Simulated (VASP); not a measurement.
# Si3Ge (Cmmm) in VASP: a series of runs, part 2 of 2

VASP 6.6.1. Earlier steps stand in the parts before.

## (3) Single point, PBE

This run uses another cell than the first one, of 16.03 Å³/atom.

The input, INCAR:

```
SYSTEM = Si3Ge
ALGO     = Normal         ! electronic algorithm
EDIFF    = 1E-6           ! SCF threshold, eV
ENCUT    = 500            ! plane-wave cutoff, eV
GGA      = PE             ! functional
GGA_COMPAT= .FALSE.      
ISIF     = 2              ! what is computed and relaxed
ISMEAR   = 0              ! smearing method
LASPH    = .TRUE.         ! aspherical terms in the spheres
LCHARG   = .FALSE.        ! write CHGCAR
LREAL    = .FALSE.        ! projectors in reciprocal space
LWAVE    = .FALSE.        ! write WAVECAR
NBANDS   = 21             ! bands
NELM     = 120            ! most SCF steps
PREC     = Accurate       ! precision mode
SIGMA    = 0.1            ! smearing width, eV
```

The input, KPOINTS:

```
k-points
0
G
  10 10 16
  0 0 0
```

The input, POSCAR:

```
Si3Ge
1.0
    2.6952052800     -4.3640997400      0.0000000000
    2.6952052800      4.3640997400      0.0000000000
    0.0000000000      0.0000000000      2.7248961898
Si Ge
3 1
Direct
    0.0000000000      0.5000000000      0.0000000000
    0.5000000000      0.0000000000      0.0000000000
    0.5000000000      0.5000000000      0.5000000000
    0.0000000000      0.0000000000      0.5000000000
```

Potentials or basis: VASP PAW PBE potentials, release 64 (Si, Ge_d).

The run is started by

```console
$ cat potpaw_PBE.64/Si/POTCAR potpaw_PBE.64/Ge_d/POTCAR > POTCAR
$ mpirun -np 1 vasp_std > vasp.out
```

OUTCAR:

```text
SYSTEM = Si3Ge
   EDIFF = 1E-6
   ENCUT = 500
   GGA = PE
   ISIF = 2
   ISMEAR = 0
   LASPH = .TRUE.
   LREAL = .FALSE.
   NELM = 120
   PREC = Accurate

 ion  position               nearest neighbor table
   1  0.000  0.500  0.000-   2 2.70   2 2.70   4 2.90   3 2.90   4 2.90   4 2.90   4 2.90   3 2.90
                             3 2.90   3 2.90
   2  0.500  0.000  0.000-   1 2.70   1 2.70   4 2.90   3 2.90   4 2.90   3 2.90   3 2.90   4 2.90
                             4 2.90   3 2.90
   3  0.500  0.500  0.500-   4 2.70   4 2.70   1 2.90   1 2.90   2 2.90   2 2.90   2 2.90   1 2.90
                             1 2.90   2 2.90
   4  0.000  0.000  0.500-   3 2.70   3 2.70   1 2.90   1 2.90   2 2.90   1 2.90   1 2.90   2 2.90
                             2 2.90   2 2.90

  LATTYP: Found a base centered orthorhombic cell.
 ALAT       =     5.3904105600
 B/A-ratio  =     1.6192086638
 C/A-ratio  =     0.5055080980

  Lattice vectors:

 A1 = (   2.6952052800,  -4.3640997400,   0.0000000000)
 A2 = (   2.6952052800,   4.3640997400,   0.0000000000)
 A3 = (   0.0000000000,   0.0000000000,   2.7248961898)

Analysis of symmetry for initial positions (statically):
=====================================================================
 Subroutine PRICEL returns:
[... 172 lines left out ...]
  free energy    TOTEN  =       -18.60282054 eV

  energy without entropy =      -18.59601883  energy(sigma->0) =      -18.59941968

 E-fermi :   8.8351     XC(G=0): -11.1220

 val. band max:        8.8311378624   @ k =  -0.4000   0.4000   0.1875
 cond. band min:       8.8373826617   @ k =   0.4000   0.2000   0.0625
 fundamental gap:      0.0062447992
 Fermi energy:         8.8350836806

 k-point     1 :       0.0000    0.0000    0.0000
  band No.  band energies     occupation
      1     -16.0731      2.00000
      2     -15.9690      2.00000
      3     -15.9656      2.00000
      4     -15.9318      2.00000
      5     -15.9102      2.00000
      6      -5.0278      2.00000
[... 565 lines left out ...]
     20      15.6328      0.00000
     21      17.3395      0.00000

 [... further k-points ...]
[... 5 lines left out ...]
  --------------------------------------------------------------------------------------
  -------------------------------------------------------------------------------------
  Total       -0.0315176     -0.0262319     -0.0317509     -0.0000000      0.0000000      0.0000000
  in kB       -0.7877661     -0.6556519     -0.7935976     -0.0000000      0.0000000      0.0000000
  external PRESSURE =      -0.7456719 kB  Pullay stress =       0.0000000 kB

 VOLUME and BASIS-vectors are now :
 -----------------------------------------------------------------------------
  energy-cutoff  :      500.00
  volume of cell :       64.10
      direct lattice vectors                 reciprocal lattice vectors
     2.695205280 -4.364099740  0.000000000     0.185514626 -0.114571167  0.000000000
     2.695205280  4.364099740  0.000000000     0.185514626  0.114571167  0.000000000
     0.000000000  0.000000000  2.724896190     0.000000000  0.000000000  0.366986458

 POSITION                                       TOTAL-FORCE (eV/Angst)
 -----------------------------------------------------------------------------------
      1.34760      2.18205      0.00000         0.000000      0.000000      0.000000
      1.34760     -2.18205      0.00000         0.000000     -0.000000      0.000000
      2.69521      0.00000      1.36245        -0.000000      0.000000      0.000000
      0.00000      0.00000      1.36245         0.000000      0.000000      0.000000
 -----------------------------------------------------------------------------------
    total drift:                                0.000000     -0.000000     -0.000000

  FREE ENERGIE OF THE ION-ELECTRON SYSTEM (eV)
  ---------------------------------------------------
  free  energy   TOTEN  =       -18.6028205361 eV

  energy  without entropy=      -18.5960188272  energy(sigma->0) =      -18.59941968
```

OSZICAR:

```text
N       E                     dE             d eps       ncg     rms          rms(c)
DAV:   1     0.146593502456E+03    0.14659E+03   -0.11735E+04 14113   0.213E+03
DAV:   2     0.799200571996E+00   -0.14579E+03   -0.13927E+03 12794   0.537E+02
DAV:   3    -0.181481438452E+02   -0.18947E+02   -0.18598E+02 14248   0.976E+01
DAV:   4    -0.186711138848E+02   -0.52297E+00   -0.52222E+00 14388   0.163E+01
DAV:   5    -0.186811823464E+02   -0.10068E-01   -0.10067E-01 14828   0.268E+00    0.413E+00
DAV:   6    -0.186269002419E+02    0.54282E-01   -0.54327E-02 16500   0.268E+00    0.234E+00
DAV:   7    -0.186034961889E+02    0.23404E-01   -0.36764E-02 15485   0.134E+00    0.204E-01
DAV:   8    -0.186028697092E+02    0.62648E-03   -0.20529E-03 16238   0.501E-01    0.126E-01
DAV:   9    -0.186028212389E+02    0.48470E-04   -0.25334E-04 13827   0.147E-01    0.566E-02
DAV:  10    -0.186028211879E+02    0.50919E-07   -0.13321E-05 14063   0.282E-02    0.988E-03
DAV:  11    -0.186028205361E+02    0.65189E-06   -0.14975E-06  8877   0.134E-02
   1 F= -.18602821E+02 E0= -.18599420E+02  d E =-.680171E-02
```

stdout:

```text
POSCAR found type information on POSCAR SiGe
 POSCAR found :  2 types and       4 ions
 scaLAPACK will be used
 LDA part: xc-table for (Slater+PW92), standard interpolation
 POSCAR, INCAR and KPOINTS ok, starting setup
 FFT: planning ... GRIDC
 FFT: planning ... GRID_SOFT
 FFT: planning ... GRID
 WAVECAR not read
 entering main loop
```

It took 3.3 min on 1 thread of Intel Xeon Platinum 8375C at 2.90GHz (Ice Lake), shared host; peak memory 0.41 GiB.

Results:

- Free energy: -18.6028 eV
- Pressure: -0.1 GPa
- Band gap on the k mesh: zero (bands 13 and 14 overlap by 6.12 eV)

## (4) Relaxation of cell and atoms, PBE

The input, INCAR:

```
PREC     = Accurate       # precision mode
ENCUT    = 500            # plane-wave cutoff, eV
EDIFF    = 1E-7           # SCF threshold, eV
ISMEAR   = 0              # smearing method
SIGMA    = 0.1            # smearing width, eV
LREAL    = F              # projectors in reciprocal space
LASPH    = T              # aspherical terms in the spheres
NELM     = 120            # most SCF steps
ALGO     = Normal         # electronic algorithm
ISIF     = 3              # what is computed and relaxed
LWAVE    = F              # write WAVECAR
LCHARG   = F              # write CHGCAR
GGA      = PE             # functional
IBRION   = 2              # ionic algorithm
NSW      = 100            # ionic steps
EDIFFG   = -0.01          # ionic threshold
GGA_COMPAT= F            
NELMIN   = 4
```

The input, KPOINTS:

```
Automatic mesh
0
Gamma
  10 10 16
```

The input, POSCAR:

```
Si3Ge
1.0
    2.8412217900     -4.0180943900      0.0000000000
    2.8412217900      4.0180943900      0.0000000000
    0.0000000000      0.0000000000      2.8412217900
Si Ge
3 1
Direct
    0.0000000000      0.5000000000      0.0000000000
    0.5000000000      0.0000000000      0.0000000000
    0.5000000000      0.5000000000      0.5000000000
    0.0000000000      0.0000000000      0.5000000000
```

The run is started by

```console
$ cat potpaw_PBE.64/Si/POTCAR potpaw_PBE.64/Ge_d/POTCAR > POTCAR
$ mpirun -np 1 vasp_std > vasp.out
```

It took 38 min on 1 thread of Intel Xeon Platinum 8375C at 2.90GHz (Ice Lake), shared host; peak memory 0.42 GiB.

Results (log left out):

```
Free energy                           : -18.5972 eV
Relaxed volume                        : 16.08 Å³/atom
Relaxed cell                          : a = 5.209 Å, b = 5.209 Å, c = 2.687 Å, α = 90.00°, β = 90.00°, γ = 118.13°
Space group after relaxing (to 0.1 Å) : Cmmm (No. 65)
Energy gained by relaxing             : 13.9 meV/atom
Ionic steps                           : 19
Pressure after relaxing               : 0.0 GPa
```

Step by step:
```tsv
step	energy change (eV)	largest force (eV/Å)	pressure (GPa)	volume (Å³)
1	0.0000	0.0000	-0.98	64.87
2	-0.0061	0.0000	0.10	63.94
3	-0.0065	0.0000	0.42	63.67
4	-0.0096	0.0000	0.31	63.76
5	-0.0128	0.0000	0.11	63.90
6	-0.0149	0.0000	-0.23	64.14
7	-0.0211	0.0000	0.12	63.82
8	-0.0311	0.0000	0.79	63.34
9	-0.0351	0.0000	2.49	62.32
10	-0.0365	0.0000	1.94	62.63
11	-0.0368	0.0000	1.98	62.62
12	-0.0378	0.0000	2.05	62.59
13	-0.0390	0.0000	2.20	62.52
14	-0.0395	0.0000	2.47	62.37
15	-0.0412	0.0000	2.35	62.47
16	-0.0457	0.0000	1.92	62.77
17	-0.0520	0.0000	1.12	63.38
18	-0.0550	0.0000	-0.37	64.61
19	-0.0554	0.0000	-0.01	64.30
```

Final structure:
```
Si Ge
1.0
     2.67770   -4.46809    0.00000
     2.67770    4.46809    0.00000
     0.00000    0.00000    2.68724
Si Ge
3 1
Direct
  0.00000 0.50000 0.00000
  0.50000 0.00000 0.00000
  0.50000 0.50000 0.50000
  0.00000 0.00000 0.50000
```

Levels at points of the mesh, in eV from the Fermi level:
```tsv
k point	band 9	band 10	band 11	band 12	band 13	band 14	band 15	band 16	band 17
(0.00, 0.00, 0.00)	-6.84	-6.35	-6.29	-6.02	4.88	4.99	5.49	5.61	6.22
(0.50, 0.00, 0.00)	-8.33	-2.23	-2.15	-1.08	-0.93	1.39	1.46	6.39	6.44
(0.50, 0.50, 0.00)	-8.62	-2.02	-1.89	-1.14	-0.96	2.13	2.15	6.63	6.68
(0.00, 0.00, 0.50)	-2.53	-2.48	-2.42	-2.37	-2.32	-1.91	-1.88	-1.18	-0.06
(0.50, 0.00, 0.50)	-6.90	-3.55	-3.40	-3.39	-3.26	2.30	2.52	2.61	2.73
(0.50, 0.50, 0.50)	-6.29	-4.19	-4.18	-3.65	-3.16	1.41	1.41	2.89	3.10
```

Caveat: the highest band is partly filled, so the run has too few bands.

## (5) The runs side by side

```csv
task,cell,k mesh,gap on the mesh (eV),pressure (GPa)
single point,"a = 4.921, b = 4.921, c = 2.841 Å, angles 90.0, 90.0, 109.5°, 4 atoms",4 × 4 × 6,none,-0.9
single point,"a = 5.129, b = 5.129, c = 2.725 Å, angles 90.0, 90.0, 116.6°, 4 atoms",10 × 10 × 16,none,-0.1
relaxation of cell and atoms,"relaxed from a = 4.921, b = 4.921, c = 2.841 Å, angles 90.0, 90.0, 109.5°, 4 atoms",10 × 10 × 16,-,0.0
```

Alike in all rows: level PBE; potentials or basis VASP PAW PBE potentials, release 64 (Si, Ge_d); no spin polarisation; cutoff (eV) 500; smearing gaussian 0.1 eV.

Caveats: some runs use coarse meshes; the highest band is partly filled, so the run has too few bands (at least some runs).

Absolute energies hang on the potentials; compare differences alone.
